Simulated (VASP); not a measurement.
# H7C16N in VASP: further runs, part 2 of 2

VASP 6.6.1. The steps go on from the part before.

## 3. Single point, LDA

Contents of INCAR:

```
ALGO = Normal
EDIFF = 1E-7
ENCUT = 520
ISIF = 2
ISMEAR = -1
LASPH = True
LCHARG = False
LREAL = Auto
LWAVE = False
NBANDS = 56
NELM = 60
PREC = Accurate
SIGMA = 0.02
```

Contents of KPOINTS:

```
k-points
0
Gamma
  3 3 1
```

Contents of POSCAR:

```
H7C16N
1.0
    5.0487420000      0.0000000000      0.0000000000
    2.5243710000      4.3723390000      0.0000000000
    0.0000000000      0.0000000000     16.7764260000
H C N
7 16 1
Direct
    0.1666667848      0.1666666285      0.0596074516
    0.6666667848      0.1666666285      0.0596074516
    0.1666666285      0.6666667429      0.0596074516
    0.6666666285      0.6666667429      0.0596074516
    0.0015631971      0.4999351606      0.3412450900
    0.5141287779      0.4918264572      0.3419007720
    0.5686265359     -0.0156405988      0.3398501564
    0.1666667848      0.1666666285      0.1251756483
    0.6666667848      0.1666666285      0.1251756483
    0.1666666285      0.6666667429      0.1251756483
    0.6666666285      0.6666667429      0.1251756483
   -0.1666666285      0.3333332571      0.1558904739
    0.3333333715      0.3333332571      0.1558904739
   -0.1666667848      0.8333333715      0.1558904739
    0.3333332152      0.8333333715      0.1558904739
   -0.1620677479      0.3392925388      0.2452044315
    0.3389095999      0.3330983714      0.2475409244
   -0.1537713024      0.8310670787      0.2453970232
    0.3590403411      0.8246679866      0.2499236131
   -0.0077978157      0.0161890466      0.2784466727
    0.5155101961      0.0002380877      0.2764261589
    0.0052344571      0.5032638137      0.2754752413
    0.5103207061      0.4950034753      0.2762057306
    0.1232431465     -0.0231070830      0.3481820860
```

Potentials or basis: VASP PAW LDA potentials, release 64 (H, C, N).

Run with:

```console
cat potpaw_LDA.64/H/POTCAR potpaw_LDA.64/C/POTCAR potpaw_LDA.64/N/POTCAR > POTCAR
mpirun -np 1 vasp_std > vasp.out
```

OUTCAR:

```text
EDIFF = 1E-7
   ENCUT = 520
   ISIF = 2
   ISMEAR = -1
   LASPH = True
   LREAL = Auto
   NELM = 60
   PREC = Accurate

 ion  position               nearest neighbor table
   1  0.167  0.167  0.060-   8 1.10
   2  0.667  0.167  0.060-   9 1.10
   3  0.167  0.667  0.060-  10 1.10
   4  0.667  0.667  0.060-  11 1.10
   5  0.002  0.500  0.341-  22 1.10
   6  0.514  0.492  0.342-  23 1.10
   7  0.569  0.984  0.340-  21 1.09
   8  0.167  0.167  0.125-   1 1.10  13 1.55  15 1.55  12 1.55
   9  0.667  0.167  0.125-   2 1.10  12 1.55  14 1.55  13 1.55
  10  0.167  0.667  0.125-   3 1.10  15 1.55  14 1.55  13 1.55
  11  0.667  0.667  0.125-   4 1.10  14 1.55  15 1.55  12 1.55
  12  0.833  0.333  0.156-  16 1.50   9 1.55   8 1.55  11 1.55
  13  0.333  0.333  0.156-  17 1.54   8 1.55   9 1.55  10 1.55
[... 8 lines left out ...]
  22  0.005  0.503  0.275-   5 1.10  18 1.52  17 1.53  16 1.53
  23  0.510  0.495  0.276-   6 1.10  19 1.51  16 1.52  17 1.53
  24  0.123  0.977  0.348-  20 1.31

  LATTYP: Found a hexagonal cell.
 ALAT       =     5.0487421480
 C/A-ratio  =     3.3228922192

  Lattice vectors:

[... 207 lines left out ...]
 Fermi energy:         0.0055616616

 k-point     1 :       0.0000    0.0000    0.0000
  band No.  band energies     occupation
      1     -21.2204      2.00000
      2     -19.0534      2.00000
      3     -16.8839      2.00000
      4     -15.8254      2.00000
      5     -15.7525      2.00000
      6     -15.5013      2.00000
[... 254 lines left out ...]
     49       6.6665      0.00000
     50       6.6946      0.00000
 [bands above 50 left out]

------------------------ aborting loop because EDIFF is reached ----------------------------------------

  FORCE on cell =-STRESS in cart. coord.  units (eV):
  Direction    XX          YY          ZZ          XY          YZ          ZX
  --------------------------------------------------------------------------------------
  -------------------------------------------------------------------------------------
  Total       -3.2906938     -3.4676077      1.4383443     -2.2559815     -1.5681893     -4.3504560
  in kB      -14.2364465    -15.0018247      6.2226732     -9.7599965     -6.7844184    -18.8212694
  external PRESSURE =      -7.6718660 kB  Pullay stress =       0.0000000 kB

 VOLUME and BASIS-vectors are now :
 -----------------------------------------------------------------------------
  energy-cutoff  :      520.00
  volume of cell :      370.34
      direct lattice vectors                 reciprocal lattice vectors
     5.048742000  0.000000000  0.000000000     0.198069143 -0.114355268  0.000000000
     2.524371000  4.372339000  0.000000000     0.000000000  0.228710537  0.000000000
     0.000000000  0.000000000 16.776426000     0.000000000  0.000000000  0.059607452

 POSITION                                       TOTAL-FORCE (eV/Angst)
 -----------------------------------------------------------------------------------
      1.26219      0.72872      1.00000         0.024844     -0.051773     -0.327986
      3.78656      0.72872      1.00000         0.024020      0.007864     -0.344180
      2.52437      2.91489      1.00000         0.104350      0.013318     -0.333881
      5.04874      2.91489      1.00000        -0.071516      0.101693     -0.344695
      1.26991      2.18589      5.72487         0.033477      0.045059      0.052501
      3.83726      2.15043      5.73587         0.078681     -0.142217      0.100752
[... 16 lines left out ...]
      3.82605      2.16432      4.63375         0.043520      0.012801      0.040524
      3.08826      4.27131      5.84125        -0.962650     -0.534298      0.258889
 -----------------------------------------------------------------------------------
    total drift:                                0.005222     -0.010373     -0.072237

  FREE ENERGIE OF THE ION-ELECTRON SYSTEM (eV)
  ---------------------------------------------------
  free  energy   TOTEN  =      -191.6745081225 eV

  energy  without entropy=     -191.6745073519  energy(sigma->0) =     -191.67450774
```

stdout:

```text
POSCAR found type information on POSCAR H C N
 POSCAR found :  3 types and      24 ions
 scaLAPACK will be used
 LDA part: xc-table for (Slater(with rela. corr.)+CA(PZ))
 , standard interpolation
 POSCAR, INCAR and KPOINTS ok, starting setup
 FFT: planning ... GRIDC
 FFT: planning ... GRID_SOFT
 FFT: planning ... GRID
 WAVECAR not read
 entering main loop
```

Run time: 2.3 min. Hardware: 1 thread of Intel Xeon 6975P-C (Granite Rapids), shared host; peak memory 0.38 GiB.

What came out:

```
Free energy            : -191.6745 eV
Largest force          : 1.784 eV/Å
Band gap on the k mesh : 0.51 eV
```

Forces in eV/Å, atoms in the order of the input:
```
H    0.025 -0.052 -0.328
H    0.024  0.008 -0.344
H    0.104  0.013 -0.334
H   -0.072  0.102 -0.345
H    0.033  0.045  0.053
H    0.079 -0.142  0.101
H   -0.698  0.271  0.715
C    0.077  0.058  1.475
C   -0.037  0.018  1.359
C    0.004 -0.089  1.457
C    0.272 -0.157  1.524
C    0.153  0.125 -1.752
C    0.261 -0.100 -1.073
C    0.652  0.087 -1.659
C   -0.309  0.500 -0.732
C    0.035  0.021  0.007
C    0.093 -0.038 -0.019
C   -0.360  0.102 -0.019
C    0.095  0.035  0.168
C   -0.351  0.085 -0.061
C    0.803 -0.273 -0.495
C    0.037 -0.097  0.002
C    0.044  0.013  0.041
N   -0.963 -0.534  0.259
```

Caveat: the k points lie up to 0.48 Å⁻¹ apart.

## 4. Single point, LDA

Contents of INCAR:

```
SYSTEM = H7C16N
  ALGO = Normal
  EDIFF = 1E-6
  ENCUT = 520
  GGA = CA
  ISIF = 2
  ISMEAR = -1
  LASPH = .TRUE.
  LCHARG = .FALSE.
  LREAL = Auto
  LWAVE = .FALSE.
  NBANDS = 56
  NELM = 60
  PREC = Accurate
  SIGMA = 0.02
```

Contents of KPOINTS:

```
k-points
0
G
  3 3 1
  0 0 0
```

Contents of POSCAR:

```
H7C16N
1.0
    5.0487420000      0.0000000000      0.0000000000
    2.5243710000      4.3723390000      0.0000000000
    0.0000000000      0.0000000000     16.7764260000
H C N
7 16 1
Direct
    0.1666667848      0.1666666285      0.0596074516
    0.6666667848      0.1666666285      0.0596074516
    0.1666666285      0.6666667429      0.0596074516
    0.6666666285      0.6666667429      0.0596074516
   -0.0002254079      0.4950821517      0.3416462481
    0.5031111325      0.5046036000      0.3412931932
    0.6345056301     -0.0446619075      0.3196555095
    0.1666667848      0.1666666285      0.1251756483
    0.6666667848      0.1666666285      0.1251756483
    0.1666666285      0.6666667429      0.1251756483
    0.6666666285      0.6666667429      0.1251756483
   -0.1666666285      0.3333332571      0.1558904739
    0.3333333715      0.3333332571      0.1558904739
   -0.1666667848      0.8333333715      0.1558904739
    0.3333332152      0.8333333715      0.1558904739
   -0.1646236126      0.3367893020      0.2452589723
    0.3251637023      0.3361409076      0.2487600160
   -0.1135017338      0.8178215367      0.2463766716
    0.3459183728      0.8190513133      0.2434042269
    0.0184548297      0.0055080359      0.2767479796
    0.4040782382      0.0328435192      0.2930795272
   -0.0065085206      0.5142373453      0.2757927702
    0.5049355073      0.4913473086      0.2756745686
    0.1773387311      0.0310332753      0.3489786204
```

Potentials or basis: VASP PAW LDA potentials, release 64 (H, C, N).

Run with:

```console
cat potpaw_LDA.64/H/POTCAR potpaw_LDA.64/C/POTCAR potpaw_LDA.64/N/POTCAR > POTCAR
mpirun -np 1 vasp_std > vasp.out
```

OUTCAR:

```text
SYSTEM = H7C16N
   EDIFF = 1E-6
   ENCUT = 520
   GGA = CA
   ISIF = 2
   ISMEAR = -1
   LASPH = .TRUE.
   LREAL = Auto
   NELM = 60
   PREC = Accurate

 ion  position               nearest neighbor table
   1  0.167  0.167  0.060-   8 1.10
   2  0.667  0.167  0.060-   9 1.10
   3  0.167  0.667  0.060-  10 1.10
   4  0.667  0.667  0.060-  11 1.10
   5  1.000  0.495  0.342-  22 1.11
   6  0.503  0.505  0.341-  23 1.10
   7  0.635  0.955  0.320-  21 1.12
   8  0.167  0.167  0.125-   1 1.10  13 1.55  15 1.55  12 1.55
[... 504 lines left out ...]
  Total       -4.1249837      1.4825425      1.6123524     -7.0447377      0.0498409     -4.0332486
  in kB      -17.8458141      6.4138867      6.9754800    -30.4774734      0.2156253    -17.4489430
  external PRESSURE =      -1.4854824 kB  Pullay stress =       0.0000000 kB

 VOLUME and BASIS-vectors are now :
 -----------------------------------------------------------------------------
  energy-cutoff  :      520.00
  volume of cell :      370.34
      direct lattice vectors                 reciprocal lattice vectors
     5.048742000  0.000000000  0.000000000     0.198069143 -0.114355268  0.000000000
     2.524371000  4.372339000  0.000000000     0.000000000  0.228710537  0.000000000
     0.000000000  0.000000000 16.776426000     0.000000000  0.000000000  0.059607452

 POSITION                                       TOTAL-FORCE (eV/Angst)
 -----------------------------------------------------------------------------------
      1.26219      0.72872      1.00000        -0.015214     -0.041478     -0.349020
      3.78656      0.72872      1.00000         0.005273     -0.008456     -0.336992
      2.52437      2.91489      1.00000        -0.032255      0.051786     -0.364307
      5.04874      2.91489      1.00000         0.163685      0.066482     -0.343993
      6.29738      2.16467      5.73160        -0.055323      0.089942      0.032960
      3.81388      2.20630      5.72568         0.006396     -0.029944      0.053196
[... 16 lines left out ...]
      3.78963      2.14834      4.62483        -0.023166     -0.011876      0.011701
      0.97368      0.13569      5.85461        -0.372029     -0.016888      0.145630
 -----------------------------------------------------------------------------------
    total drift:                               -0.008879     -0.001588     -0.090319

  FREE ENERGIE OF THE ION-ELECTRON SYSTEM (eV)
  ---------------------------------------------------
  free  energy   TOTEN  =      -189.7108153102 eV

  energy  without entropy=     -189.7108153084  energy(sigma->0) =     -189.71081531
```

OSZICAR:

```text
N       E                     dE             d eps       ncg     rms          rms(c)
DAV:   1     0.523782924893E+03    0.52378E+03   -0.33748E+04   560   0.115E+03
DAV:   2    -0.132346185188E+03   -0.65613E+03   -0.62231E+03   800   0.278E+02
DAV:   3    -0.199579050263E+03   -0.67233E+02   -0.66624E+02   712   0.901E+01
[... 18 lines left out ...]
DAV:  22    -0.189710802319E+03   -0.24472E-04   -0.18612E-06   480   0.319E-03    0.893E-04
DAV:  23    -0.189710809727E+03   -0.74083E-05   -0.40975E-07   520   0.167E-03    0.510E-04
DAV:  24    -0.189710814059E+03   -0.43317E-05   -0.19451E-07   472   0.103E-03    0.199E-04
DAV:  25    -0.189710815138E+03   -0.10786E-05   -0.61532E-08   488   0.607E-04    0.150E-04
DAV:  26    -0.189710815310E+03   -0.17272E-06   -0.22246E-08   496   0.397E-04
   1 F= -.18971082E+03 E0= -.18971082E+03  d E =-.181365E-08
```

stdout:

```text
POSCAR found type information on POSCAR H C N
 POSCAR found :  3 types and      24 ions
 scaLAPACK will be used
 LDA part: xc-table for (Slater(with rela. corr.)+CA(PZ))
 , standard interpolation
 POSCAR, INCAR and KPOINTS ok, starting setup
 FFT: planning ... GRIDC
 FFT: planning ... GRID_SOFT
 FFT: planning ... GRID
 WAVECAR not read
 entering main loop
```

Wall time 2.2 min (1 thread of Intel Xeon 6975P-C (Granite Rapids), shared host); peak memory 0.38 GiB.

What came out:

| Property | Result |
| --- | --- |
| Free energy | -189.7108 eV |
| Largest force | 2.471 eV/Å |
| Band gap on the k mesh | 0.79 eV |

Forces on the atoms (eV/Å):
```
H   -0.015 -0.041 -0.349
H    0.005 -0.008 -0.337
H   -0.032  0.052 -0.364
H    0.164  0.066 -0.344
H   -0.055  0.090  0.033
H    0.006 -0.030  0.053
H   -0.651  0.000  0.604
C    0.057  0.093  1.235
C    0.065  0.099  1.503
C    0.586 -0.341  1.187
C    0.020 -0.154  1.305
C    0.059  0.171 -1.685
C   -0.472 -0.646 -0.515
C    0.054  1.007 -0.130
C    0.700 -0.252 -2.357
C   -0.033 -0.005 -0.025
C   -0.002 -0.037  0.040
C    0.175  0.006 -0.102
C    0.045 -0.038  0.037
C   -0.297 -0.060 -0.157
C    0.059  0.047  0.222
C   -0.044  0.013 -0.012
C   -0.023 -0.012  0.012
N   -0.372 -0.017  0.146
```

Levels at points of the mesh, in eV from the valence-band top:
```
           k point  band 35  band 36  band 37  band 38  band 39  band 40  band 41  band 42
(0.00, 0.00, 0.00)    -1.86    -1.67    -1.32     0.00     0.90     2.37     3.71     4.41
```

Caveat: the k points lie up to 0.48 Å⁻¹ apart.

## 5. Summary

| cell | gap on the mesh (eV) | largest force (eV/Å) |
| --- | --- | --- |
| as given, atomic positions A | none | 1.38 |
| as given, atomic positions B | 0.51 | 1.78 |
| as given, atomic positions C | 0.79 | 2.47 |

Alike in all rows: task single point; level LDA; potentials or basis VASP PAW LDA potentials, release 64 (H, C, N); no spin polarisation; k mesh 3 × 3 × 1; cutoff (eV) 520; smearing fermi-dirac 0.02 eV.

Caveats: all runs use coarse meshes.

Total energies depend on the potentials used, so only differences within one code and one set of settings carry meaning.
